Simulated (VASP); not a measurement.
# Sb (Fm-3m) in VASP: notebook

The runs below take Sb through single point, with LDA.

Everything below comes from runs of VASP 6.6.1. Logs are shortened: lines on timing, memory, paths and dates and some standing lists are left out, and cuts for length are marked.

## Step 1: The cell of the first run

The structure is cubic, space group Fm-3m (No. 225). Conventional cell: a = 4.173 Å, b = 4.173 Å, c = 4.173 Å, α = 90.00°, β = 90.00°, γ = 90.00°. Within 3.9 Å of Sb (site symmetry m-3m) lie 12 Sb at 2.95 Å.

## Step 2: Single point, LDA

INCAR reads:

```
SYSTEM = Sb
ALGO     = Normal         ! electronic algorithm
EDIFF    = 1E-6           ! SCF threshold, eV
ENCUT    = 520            ! plane-wave cutoff, eV
GGA      = CA             ! functional
ISIF     = 2              ! what is computed and relaxed
ISMEAR   = -1             ! smearing method
LASPH    = .True.         ! aspherical terms in the spheres
LCHARG   = .False.        ! write CHGCAR
LREAL    = .False.        ! projectors in reciprocal space
LWAVE    = .False.        ! write WAVECAR
NBANDS   = 8              ! bands
NELM     = 100            ! most SCF steps
PREC     = Accurate       ! precision mode
SIGMA    = 0.08           ! smearing width, eV
```

KPOINTS reads:

```
k-points
0
Gamma
  15 15 15
  0 0 0
```

POSCAR reads:

```
Sb
1.0
    0.0000000000      2.0864341021      2.0864341021
    2.0864341021      0.0000000000      2.0864341021
    2.0864341021      2.0864341021      0.0000000000
Sb
1
Direct
    0.0000000000      0.0000000000      0.0000000000
```

Potentials or basis: VASP PAW LDA potentials, release 64 (Sb).

On the command line:

```sh
$ cat potpaw_LDA.64/Sb/POTCAR > POTCAR
$ mpirun -np 1 vasp_std > vasp.out
```

OUTCAR:

```text
SYSTEM = Sb
   EDIFF = 1E-6
   ENCUT = 520
   GGA = CA
   ISIF = 2
   ISMEAR = -1
   LASPH = .True.
   LREAL = .False.
   NELM = 100
   PREC = Accurate

 ion  position               nearest neighbor table
   1  0.000  0.000  0.000-

  LATTYP: Found a face centered cubic cell.
 ALAT       =     4.1728682042

  Lattice vectors:

 A1 = (   0.0000000000,   2.0864341021,   2.0864341021)
 A2 = (   2.0864341021,   0.0000000000,   2.0864341021)
 A3 = (   2.0864341021,   2.0864341021,   0.0000000000)

Analysis of symmetry for initial positions (statically):
=====================================================================
 Subroutine PRICEL returns:
 Original cell was already a primitive cell.

 Routine SETGRP: Setting up the symmetry group for a
 face centered cubic supercell.

 Subroutine GETGRP returns: Found 48 space group operations
[... 9 lines left out ...]

 Routine SETGRP: Setting up the symmetry group for a
 face centered cubic supercell.

 Subroutine GETGRP returns: Found 48 space group operations
[... 11 lines left out ...]
                                     Primitive cell

  volume of cell :      18.1654

  direct lattice vectors                    reciprocal lattice vectors
     0.000000000  2.086434102  2.086434102    -0.239643322  0.239643322  0.239643322
     2.086434102  0.000000000  2.086434102     0.239643322 -0.239643322  0.239643322
     2.086434102  2.086434102  0.000000000     0.239643322  0.239643322 -0.239643322

  length of vectors
     2.950663404  2.950663404  2.950663404     0.415074410  0.415074410  0.415074410

  position of ions in fractional coordinates (direct lattice)
     0.000000000  0.000000000  0.000000000

  ion indices of the primitive-cell ions
   primitive index   ion index
                 1           1

----------------------------------------------------------------------------------------

 KPOINTS: k-points

Automatic generation of k-mesh.
 Grid dimensions read from file:
 generate k-points for:   15   15   15

 Generating k-lattice:

  Cartesian coordinates                     Fractional coordinates (reciprocal lattice)
    -0.015976221  0.015976221  0.015976221     0.066666667  0.000000000  0.000000000
     0.015976221 -0.015976221  0.015976221     0.000000000  0.066666667  0.000000000
     0.015976221  0.015976221 -0.015976221     0.000000000  0.000000000  0.066666667

  Length of vectors
     0.027671627  0.027671627  0.027671627

  Shift w.r.t. Gamma in fractional coordinates (k-lattice)
     0.000000000  0.000000000  0.000000000

 Subroutine IBZKPT returns following result:
 ===========================================

 Found    120 irreducible k-points:

 Following reciprocal coordinates:
            Coordinates               Weight
  0.000000  0.000000  0.000000      1.000000
  0.066667  0.000000  0.000000      8.000000
  0.133333  0.000000  0.000000      8.000000
  0.200000  0.000000  0.000000      8.000000
  0.266667  0.000000  0.000000      8.000000
  0.333333  0.000000  0.000000      8.000000
[... 16 lines left out ...]
  0.133333  0.133333  0.000000      6.000000
  0.200000  0.133333  0.000000     24.000000
 [... further k-points ...]
   k-points           NKPTS =    120   k-points in BZ     NKDIM =    120   number of bands    NBANDS=      8
   number of dos      NEDOS =    301   number of ions     NIONS =      1
   total plane-waves  NPLWV =  13824
   dimension x,y,z NGX =    24 NGY =   24 NGZ =   24
   dimension x,y,z NGXF=    48 NGYF=   48 NGZF=   48
   ions per type =               1
   NGX,Y,Z   is equivalent  to a cutoff of  13.52, 13.52, 13.52 a.u.
   NGXF,Y,Z  is equivalent  to a cutoff of  27.04, 27.04, 27.04 a.u.
 SYSTEM =  Sb
   PREC   = accura    normal or accurate (medium, high low for compatibility)
   ISTART =      0    job   : 0-new  1-cont  2-samecut
   ICHARG =      2    charge: 1-file 2-atom 10-const
   ISPIN  =      1    spin polarized calculation?
   LNONCOLLINEAR =      F non collinear calculations
   LSORBIT =      F    spin-orbit coupling
   LASPH  =      T    aspherical Exc in radial PAW
   ENCUT  =  520.0 eV  38.22 Ry    6.18 a.u.   5.49  5.49  5.49*2*pi/ulx,y,z
   NELM   =    100;   NELMIN=  2; NELMDL= -5     # of ELM steps
   EDIFF  = 0.1E-05   stopping-criterion for ELM
   LREAL  =      F    real-space projection
   EDIFFG = 0.1E-04   stopping-criterion for IOM
   NSW    =      0    number of steps for IOM
   IBRION =     -1    ionic relax: 0-MD 1-quasi-New 2-CG
   NFREE  =      0    steps in history (QN), initial steepest desc. (CG)
   ISIF   =      2    stress and relaxation
   ISYM   =      2    0-nonsym 1-usesym 2-fastsym
   POTIM  = 0.5000    time-step for ionic-motion
   TEBEG  =    0.0;   TEEND  =   0.0 temperature during run
   PSTRESS=    0.0 pullay stress
   NELECT =       5.0000    total number of electrons
   NUPDOWN=      -1.0000    fix difference up-down
   EMIN   =  10.00;   EMAX   =-10.00  energy-range for DOS
   EFERMI =   0.00;   METHOD = LEGACY
   ISMEAR =    -1;   SIGMA  =   0.08  broadening in eV -4-tet -1-fermi 0-gaus
   EFERMI_NEDOS =   21; number of points for ismear=-14 and -15
   IALGO  =     38    algorithm
   IMIX   =      4    mixing-type and parameters
     AMIX     =   0.40;   BMIX     =  1.00
     AMIX_MAG =   1.60;   BMIX_MAG =  1.00
  volume/ion in A,a.u.               =      18.17       122.59
  Fermi-wavevector in a.u.,A,eV,Ry     =   1.064920  2.012406 15.429739  1.134054
  Thomas-Fermi vector in A             =   2.200454
   LORBIT       =      0    0 simple, 1 ext, 2 COOP (PROOUT), +10 PAW based schemes
   GGA     = CA    functional components
   LHFCALC =     F    Hartree Fock is set to
   AEXX    =    0.0000 exact exchange contribution
   IVDW    =     0    specifies the selected vdW correction
   LEPSILON=     F    determine dielectric tensor
   LRPA    =     F    only Hartree local field effects (RPA)
 non-spin polarized calculation
  energy-cutoff  :      520.00
  volume of cell :       18.17
 maximum number of plane-waves:       531
 NGX is ok and might be reduce to    24
   NGX = 11   NGY = 11   NGZ = 11

 number of electron       5.0000000 magnetization

 Free energy of the ion-electron system (eV)
  ---------------------------------------------------
  ext. energy  EPLUGINS =         0.00000000
  ---------------------------------------------------
  free energy    TOTEN  =        -3.58810084 eV

  energy without entropy =       -3.57808549  energy(sigma->0) =       -3.58309317

 E-fermi :  14.6893     XC(G=0): -12.1483

 val. band max:       14.6603584297   @ k =  -0.4667   0.4000   0.0667
 cond. band min:      14.7382798087   @ k =   0.3333   0.2000   0.0667
 fundamental gap:      0.0779213790
 Fermi energy:        14.6893264165

 k-point     1 :       0.0000    0.0000    0.0000
  band No.  band energies     occupation
      1      -2.1136      2.00000
      2      23.2120      0.00000
      3      23.2120      0.00000
      4      23.2120      0.00000
      5      24.5635      0.00000
      6      25.6849      0.00000
      7      25.6849      0.00000
      8      25.6849      0.00000

 k-point     2 :       0.0667    0.0000    0.0000
  band No.  band energies     occupation
      1      -1.9895      2.00000
      2      21.5667      0.00000
      3      22.9196      0.00000
      4      22.9196      0.00000
      5      24.2347      0.00000
      6      26.0854      0.00000
      7      26.0854      0.00000
      8      27.2703      0.00000

 k-point     3 :       0.1333    0.0000    0.0000
  band No.  band energies     occupation
      1      -1.6168      2.00000
      2      18.8172      0.00000
      3      22.3419      0.00000
      4      22.3419      0.00000
      5      24.1307      0.00000
      6      26.9400      0.00000
      7      26.9400      0.00000
      8      28.4218      0.00000

 k-point     4 :       0.2000    0.0000    0.0000
  band No.  band energies     occupation
      1      -0.9943      2.00000
      2      15.9829      0.00000
      3      21.7541      0.00000
      4      21.7541      0.00000
      5      24.0573      0.00000
      6      27.0399      0.00000
      7      27.0399      0.00000
      8      28.3515      0.00000

 k-point     5 :       0.2667    0.0000    0.0000
  band No.  band energies     occupation
      1      -0.1211      2.00000
      2      13.2386      2.00000
      3      21.2414      0.00000
      4      21.2414      0.00000
      5      24.0058      0.00000
      6      26.1697      0.00000
      7      26.1697      0.00000
      8      27.4755      0.00000

 k-point     6 :       0.3333    0.0000    0.0000
  band No.  band energies     occupation
      1       1.0009      2.00000
      2      10.6638      2.00000
      3      20.8340      0.00000
      4      20.8340      0.00000
      5      23.9809      0.00000
      6      25.4331      0.00000
      7      25.4331      0.00000
      8      26.6268      0.00000

 k-point     7 :       0.4000    0.0000    0.0000
  band No.  band energies     occupation
      1       2.3568      2.00000
      2       8.3180      2.00000
      3      20.5498      0.00000
      4      20.5498      0.00000
      5      23.9796      0.00000
      6      24.9234      0.00000
      7      24.9234      0.00000
      8      26.0340      0.00000
[... 133 lines left out ...]
 k-point    20 :      -0.2000    0.0667    0.0000
  band No.  band energies     occupation
      1      -0.6204      2.00000
      2      15.1451      0.00669
      3      19.5099      0.00000
      4      22.6632      0.00000
      5      24.6815      0.00000
      6      25.9705      0.00000
      7      26.4624      0.00000
      8      27.7943      0.00000

 k-point    21 :      -0.1333    0.0667    0.0000
  band No.  band energies     occupation
      1      -1.3266      2.00000
      2      17.9485      0.00000
      3      20.0538      0.00000
      4      23.2578      0.00000
      5      24.6663      0.00000
      6      26.2989      0.00000
      7      27.2842      0.00000
      8      27.5543      0.00000

 k-point    22 :      -0.0667    0.0667    0.0000
  band No.  band energies     occupation
      1      -1.7826      2.00000
      2      20.6568      0.00000
      3      20.8362      0.00000
      4      23.4356      0.00000
      5      24.4356      0.00000
      6      25.8375      0.00000
      7      27.0652      0.00000
      8      28.2922      0.00000

 k-point    23 :       0.1333    0.1333    0.0000
  band No.  band energies     occupation
      1      -1.4513      2.00000
      2      20.3876      0.00000
      3      20.3876      0.00000
      4      21.4925      0.00000
      5      22.2777      0.00000
      6      25.4499      0.00000
      7      28.6334      0.00000
      8      28.6334      0.00000

 k-point    24 :       0.2000    0.1333    0.0000
  band No.  band energies     occupation
      1      -0.9950      2.00000
      2      18.1299      0.00000
      3      19.6151      0.00000
      4      21.0942      0.00000
      5      22.6317      0.00000
      6      24.2629      0.00000
      7      28.6278      0.00000
      8      29.4832      0.00000

 [... further k-points ...]
[... 5 lines left out ...]
  --------------------------------------------------------------------------------------
  -------------------------------------------------------------------------------------
  Total        6.3223067      6.3223067      6.3223067      0.0000000      0.0000000     -0.0000000
  in kB      557.6248594    557.6248594    557.6248594      0.0000000      0.0000000     -0.0000000
  external PRESSURE =     557.6248594 kB  Pullay stress =       0.0000000 kB

 VOLUME and BASIS-vectors are now :
 -----------------------------------------------------------------------------
  energy-cutoff  :      520.00
  volume of cell :       18.17
      direct lattice vectors                 reciprocal lattice vectors
     0.000000000  2.086434102  2.086434102    -0.239643322  0.239643322  0.239643322
     2.086434102  0.000000000  2.086434102     0.239643322 -0.239643322  0.239643322
     2.086434102  2.086434102  0.000000000     0.239643322  0.239643322 -0.239643322

 POSITION                                       TOTAL-FORCE (eV/Angst)
 -----------------------------------------------------------------------------------
      0.00000      0.00000      0.00000         0.000000     -0.000000      0.000000
 -----------------------------------------------------------------------------------
    total drift:                                0.000000      0.000000     -0.000000

  FREE ENERGIE OF THE ION-ELECTRON SYSTEM (eV)
  ---------------------------------------------------
  free  energy   TOTEN  =        -3.5881008415 eV

  energy  without entropy=       -3.5780854899  energy(sigma->0) =       -3.58309317
```

Run time: 15 s. Hardware: 1 thread of Intel Xeon 8259CL, shared host; peak memory 0.14 GiB.

What came out:

```yaml
Free_energy: -3.5881 eV
Pressure: 55.8 GPa
```

Caveat: spin-orbit coupling is left out, which moves the levels of the heavy elements.

## Step 3: Single point, LDA

INCAR reads:

```
PREC     = Accurate       # precision mode
ENCUT    = 520            # plane-wave cutoff, eV
EDIFF    = 1E-6           # SCF threshold, eV
ISMEAR   = -1             # smearing method
SIGMA    = 0.08           # smearing width, eV
LREAL    = False          # projectors in reciprocal space
LASPH    = True           # aspherical terms in the spheres
NELM     = 80             # most SCF steps
ALGO     = Normal         # electronic algorithm
ISIF     = 2              # what is computed and relaxed
LWAVE    = False          # write WAVECAR
LCHARG   = False          # write CHGCAR
NBANDS   = 8              # bands
```

KPOINTS reads:

```
Automatic mesh
0
Gamma
  15 15 15
```

POSCAR reads:

```
Sb
1.0
    0.0000000000      2.0865801865      2.0865801865
    2.0865801865      0.0000000000      2.0865801865
    2.0865801865      2.0865801865      0.0000000000
Sb
1
Direct
    0.0000000000      0.0000000000      0.0000000000
```

Potentials or basis: VASP PAW LDA potentials, release 64 (Sb).

On the command line:

```sh
$ cat potpaw_LDA.64/Sb/POTCAR > POTCAR
$ mpirun -np 1 vasp_std > vasp.out
```

Wall time 14 s (1 thread of Intel Xeon 8259CL, shared host); peak memory 0.14 GiB.

It converged, with:

- Free energy: -3.5894 eV
- Pressure: 55.7 GPa

Levels at points of the mesh, in eV from the Fermi level:
```
           k point  band 1  band 2  band 3  band 4  band 5
(0.00, 0.00, 0.00)  -16.80    8.52    8.52    8.52    9.87
```

Caveat: spin-orbit coupling is left out, which moves the levels of the heavy elements.
